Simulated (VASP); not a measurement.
# Rh (Fm-3m) in VASP: notebook

Aim: see how the results for Rh move with the level of theory and the settings. Levels: PBE, PBE+D3(BJ). Tasks: single point.

Everything below comes from runs of VASP 6.6.1. Logs are shortened: lines on timing, memory, paths and dates and some standing lists are left out, and cuts for length are marked.

## Step 1: The cell of the first run

The structure is cubic, space group Fm-3m (No. 225). Conventional cell: a = 3.811 Å, b = 3.811 Å, c = 3.811 Å, α = 90.00°, β = 90.00°, γ = 90.00°. Rh (site symmetry m-3m) has 12 Rh at 2.69 Å within 3.6 Å.

## Step 2: Single point, PBE

INCAR

```
SYSTEM = Rh
PREC = Accurate
ENCUT = 520
EDIFF = 1E-6
ISMEAR = -1
SIGMA = 0.15
LREAL = .False.
LASPH = .True.
NELM = 60
ALGO = Normal
ISIF = 2
LWAVE = .False.
LCHARG = .False.
GGA = PE
NBANDS = 14
```

KPOINTS

```
regular mesh
0
Gamma
  20 20 20
  0 0 0
```

POSCAR

```
Rh
1.0
    0.0000000000      1.9054476839      1.9054476839
    1.9054476839      0.0000000000      1.9054476839
    1.9054476839      1.9054476839      0.0000000000
Rh
1
Direct
    0.0000000000      0.0000000000      0.0000000000
```

Potentials or basis: VASP PAW PBE potentials, release 64 (Rh_pv).

Launch:

```sh
> cat potpaw_PBE.64/Rh_pv/POTCAR > POTCAR
> mpirun -np 1 vasp_std > vasp.out
```

OUTCAR:

```text
SYSTEM = Rh
   PREC = Accurate
   ENCUT = 520
   EDIFF = 1E-6
   ISMEAR = -1
   LREAL = .False.
   LASPH = .True.
   NELM = 60
   ISIF = 2
   GGA = PE

 ion  position               nearest neighbor table
   1  0.000  0.000  0.000-

  LATTYP: Found a face centered cubic cell.
 ALAT       =     3.8108953678

  Lattice vectors:

 A1 = (   0.0000000000,   1.9054476839,   1.9054476839)
 A2 = (   1.9054476839,   0.0000000000,   1.9054476839)
 A3 = (   1.9054476839,   1.9054476839,   0.0000000000)

Analysis of symmetry for initial positions (statically):
=====================================================================
 Subroutine PRICEL returns:
 Original cell was already a primitive cell.

 Routine SETGRP: Setting up the symmetry group for a
 face centered cubic supercell.

 Subroutine GETGRP returns: Found 48 space group operations
 (whereof 48 operations were pure point group operations)
 out of a pool of 48 trial point group operations.

The static configuration has the point symmetry O_h .

Analysis of symmetry for dynamics (positions and initial velocities):
=====================================================================
 Subroutine PRICEL returns:
 Original cell was already a primitive cell.

 Routine SETGRP: Setting up the symmetry group for a
 face centered cubic supercell.

 Subroutine GETGRP returns: Found 48 space group operations
 (whereof 48 operations were pure point group operations)
 out of a pool of 48 trial point group operations.

The dynamic configuration has the point symmetry O_h .

 Subroutine INISYM returns: Found 48 space group operations
 (whereof 48 operations are pure point group operations),
 and found     1 'primitive' translations

----------------------------------------------------------------------------------------

                                     Primitive cell

  volume of cell :      13.8363

  direct lattice vectors                    reciprocal lattice vectors
     0.000000000  1.905447684  1.905447684    -0.262405525  0.262405525  0.262405525
     1.905447684  0.000000000  1.905447684     0.262405525 -0.262405525  0.262405525
     1.905447684  1.905447684  0.000000000     0.262405525  0.262405525 -0.262405525

  length of vectors
     2.694709957  2.694709957  2.694709957     0.454499702  0.454499702  0.454499702

  position of ions in fractional coordinates (direct lattice)
     0.000000000  0.000000000  0.000000000

  ion indices of the primitive-cell ions
   primitive index   ion index
                 1           1

----------------------------------------------------------------------------------------

 KPOINTS: regular mesh

Automatic generation of k-mesh.
 Grid dimensions read from file:
 generate k-points for:   20   20   20

 Generating k-lattice:

  Cartesian coordinates                     Fractional coordinates (reciprocal lattice)
    -0.013120276  0.013120276  0.013120276     0.050000000  0.000000000  0.000000000
     0.013120276 -0.013120276  0.013120276     0.000000000  0.050000000  0.000000000
     0.013120276  0.013120276 -0.013120276     0.000000000  0.000000000  0.050000000

  Length of vectors
     0.022724985  0.022724985  0.022724985

  Shift w.r.t. Gamma in fractional coordinates (k-lattice)
     0.000000000  0.000000000  0.000000000

 Subroutine IBZKPT returns following result:
 ===========================================

 Found    256 irreducible k-points:

 Following reciprocal coordinates:
            Coordinates               Weight
  0.000000  0.000000  0.000000      1.000000
  0.050000  0.000000  0.000000      8.000000
  0.100000  0.000000  0.000000      8.000000
  0.150000  0.000000  0.000000      8.000000
  0.200000  0.000000  0.000000      8.000000
  0.250000  0.000000  0.000000      8.000000
[... 16 lines left out ...]
 -0.400000  0.050000  0.000000     24.000000
 -0.350000  0.050000  0.000000     24.000000
 [... further k-points ...]
   k-points           NKPTS =    256   k-points in BZ     NKDIM =    256   number of bands    NBANDS=     14
   number of dos      NEDOS =    301   number of ions     NIONS =      1
   total plane-waves  NPLWV =   8000
   dimension x,y,z NGX =    20 NGY =   20 NGZ =   20
   dimension x,y,z NGXF=    40 NGYF=   40 NGZF=   40
   ions per type =               1
   NGX,Y,Z   is equivalent  to a cutoff of  12.34, 12.34, 12.34 a.u.
   NGXF,Y,Z  is equivalent  to a cutoff of  24.68, 24.68, 24.68 a.u.
 SYSTEM =  Rh
   PREC   = accura    normal or accurate (medium, high low for compatibility)
   ISTART =      0    job   : 0-new  1-cont  2-samecut
   ICHARG =      2    charge: 1-file 2-atom 10-const
   ISPIN  =      1    spin polarized calculation?
   LNONCOLLINEAR =      F non collinear calculations
   LSORBIT =      F    spin-orbit coupling
   LASPH  =      T    aspherical Exc in radial PAW
   ENCUT  =  520.0 eV  38.22 Ry    6.18 a.u.   5.01  5.01  5.01*2*pi/ulx,y,z
   NELM   =     60;   NELMIN=  2; NELMDL= -5     # of ELM steps
   EDIFF  = 0.1E-05   stopping-criterion for ELM
   LREAL  =      F    real-space projection
   EDIFFG = 0.1E-04   stopping-criterion for IOM
   NSW    =      0    number of steps for IOM
   IBRION =     -1    ionic relax: 0-MD 1-quasi-New 2-CG
   NFREE  =      0    steps in history (QN), initial steepest desc. (CG)
   ISIF   =      2    stress and relaxation
   ISYM   =      2    0-nonsym 1-usesym 2-fastsym
   POTIM  = 0.5000    time-step for ionic-motion
   TEBEG  =    0.0;   TEEND  =   0.0 temperature during run
   PSTRESS=    0.0 pullay stress
   NELECT =      15.0000    total number of electrons
   NUPDOWN=      -1.0000    fix difference up-down
   EMIN   =  10.00;   EMAX   =-10.00  energy-range for DOS
   EFERMI =   0.00;   METHOD = LEGACY
   ISMEAR =    -1;   SIGMA  =   0.15  broadening in eV -4-tet -1-fermi 0-gaus
   EFERMI_NEDOS =   21; number of points for ismear=-14 and -15
   IALGO  =     38    algorithm
   IMIX   =      4    mixing-type and parameters
     AMIX     =   0.40;   BMIX     =  1.00
     AMIX_MAG =   1.60;   BMIX_MAG =  1.00
  volume/ion in A,a.u.               =      13.84        93.37
  Fermi-wavevector in a.u.,A,eV,Ry     =   1.681763  3.178072 38.481739  2.828328
  Thomas-Fermi vector in A             =   2.765262
   LORBIT       =      0    0 simple, 1 ext, 2 COOP (PROOUT), +10 PAW based schemes
   GGA     = PE    functional components
   LHFCALC =     F    Hartree Fock is set to
   AEXX    =    0.0000 exact exchange contribution
   IVDW    =     0    specifies the selected vdW correction
   LEPSILON=     F    determine dielectric tensor
   LRPA    =     F    only Hartree local field effects (RPA)
 non-spin polarized calculation
  energy-cutoff  :      520.00
  volume of cell :       13.84
 maximum number of plane-waves:       388
   NGX =  9   NGY =  9   NGZ =  9

 number of electron      15.0000006 magnetization

 Free energy of the ion-electron system (eV)
  ---------------------------------------------------
  ext. energy  EPLUGINS =         0.00000000
  ---------------------------------------------------
  free energy    TOTEN  =        -7.30607974 eV

  energy without entropy =       -7.20288823  energy(sigma->0) =       -7.25448398

 E-fermi :  11.7730     XC(G=0): -13.9898

 val. band max:       11.7645008082   @ k =  -0.4500   0.4500   0.0000
 cond. band min:      11.7773077524   @ k =   0.3500   0.0500   0.0000
 fundamental gap:      0.0128069442
 Fermi energy:        11.7730479116

 k-point     1 :       0.0000    0.0000    0.0000
  band No.  band energies     occupation
      1     -34.5714      2.00000
      2     -34.5714      2.00000
      3     -34.5714      2.00000
      4       3.8757      2.00000
      5       8.7467      2.00000
      6       8.7467      2.00000
      7       8.7467      2.00000
      8      10.8105      1.99674
      9      10.8105      1.99674
     10      27.7892      0.00000
     11      32.3542      0.00000
     12      33.2115      0.00000
     13      33.2115      0.00000
     14      33.2115      0.00000

 k-point     2 :       0.0500    0.0000    0.0000
  band No.  band energies     occupation
      1     -34.5895      2.00000
      2     -34.5738      2.00000
      3     -34.5738      2.00000
      4       3.9763      2.00000
      5       8.7018      2.00000
      6       8.7862      2.00000
      7       8.7862      2.00000
      8      10.7882      1.99719
      9      10.7882      1.99719
     10      27.9349      0.00000
     11      32.3519      0.00000
     12      32.6311      0.00000
     13      33.3576      0.00000
     14      33.3576      0.00000

 k-point     3 :       0.1000    0.0000    0.0000
  band No.  band energies     occupation
      1     -34.6420      2.00000
      2     -34.5809      2.00000
      3     -34.5809      2.00000
      4       4.2678      2.00000
      5       8.5850      2.00000
      6       8.8925      2.00000
      7       8.8925      2.00000
      8      10.7361      1.99801
      9      10.7361      1.99801
     10      28.3335      0.00000
     11      31.3657      0.00000
     12      32.3550      0.00000
     13      33.7840      0.00000
     14      33.7840      0.00000
[... 324 lines left out ...]
 k-point    23 :      -0.4000    0.0500    0.0000
  band No.  band energies     occupation
      1     -35.2362      2.00000
      2     -34.6813      2.00000
      3     -34.6622      2.00000
      4       5.8642      2.00000
      5       8.6928      2.00000
      6       8.7909      2.00000
      7      11.0052      1.98811
      8      11.9782      0.40588
      9      12.8736      0.00130
     10      21.6180      0.00000
     11      27.7185      0.00000
     12      32.3535      0.00000
     13      32.8777      0.00000
     14      33.9349      0.00000

 k-point    24 :      -0.3500    0.0500    0.0000
  band No.  band energies     occupation
      1     -35.1689      2.00000
      2     -34.6737      2.00000
      3     -34.6499      2.00000
      4       5.9359      2.00000
      5       8.8060      2.00000
      6       8.8895      2.00000
      7      10.2078      1.99994
      8      11.6019      1.51580
      9      12.3488      0.04216
     10      23.1122      0.00000
     11      28.1758      0.00000
     12      32.3539      0.00000
     13      33.4588      0.00000
     14      35.0667      0.00000

 [... further k-points ...]
[... 5 lines left out ...]
  --------------------------------------------------------------------------------------
  -------------------------------------------------------------------------------------
  Total        0.4349003      0.4349003      0.4349003     -0.0000000      0.0000000      0.0000000
  in kB       50.3592469     50.3592469     50.3592469     -0.0000000      0.0000000      0.0000000
  external PRESSURE =      50.3592469 kB  Pullay stress =       0.0000000 kB

 VOLUME and BASIS-vectors are now :
 -----------------------------------------------------------------------------
  energy-cutoff  :      520.00
  volume of cell :       13.84
      direct lattice vectors                 reciprocal lattice vectors
     0.000000000  1.905447684  1.905447684    -0.262405525  0.262405525  0.262405525
     1.905447684  0.000000000  1.905447684     0.262405525 -0.262405525  0.262405525
     1.905447684  1.905447684  0.000000000     0.262405525  0.262405525 -0.262405525

 POSITION                                       TOTAL-FORCE (eV/Angst)
 -----------------------------------------------------------------------------------
      0.00000      0.00000      0.00000         0.000000      0.000000      0.000000
 -----------------------------------------------------------------------------------
    total drift:                                0.000000      0.000000      0.000000

  FREE ENERGIE OF THE ION-ELECTRON SYSTEM (eV)
  ---------------------------------------------------
  free  energy   TOTEN  =        -7.3060797371 eV

  energy  without entropy=       -7.2028882300  energy(sigma->0) =       -7.25448398
```

Wall time 23 s (1 thread of Intel Xeon Platinum 8488C (Sapphire Rapids), shared host); peak memory 0.16 GiB.

What came out:

```
Free energy            : -7.3061 eV
Pressure               : 5.0 GPa
Band gap on the k mesh : zero (an odd number of electrons rules out a gap without spin polarisation)
```

Levels at points of the mesh, in eV from the Fermi level:
```
           k point  band 3  band 4  band 5  band 6  band 7  band 8  band 9  band 10  band 11  band 12
(0.00, 0.00, 0.00)  -46.34   -7.90   -3.03   -3.03   -3.03   -0.96   -0.96    16.02    20.58    21.44
(0.50, 0.00, 0.00)  -46.44   -6.05   -3.10   -3.10    0.58    0.58    0.75     8.60    15.52    20.58
(0.50, 0.50, 0.00)  -46.61   -6.24   -5.87    0.55    1.00    1.00    3.27    12.21    13.30    13.30
```

Caveat: the cell stands under pressure.

(Part 1 of 2 ends here.)
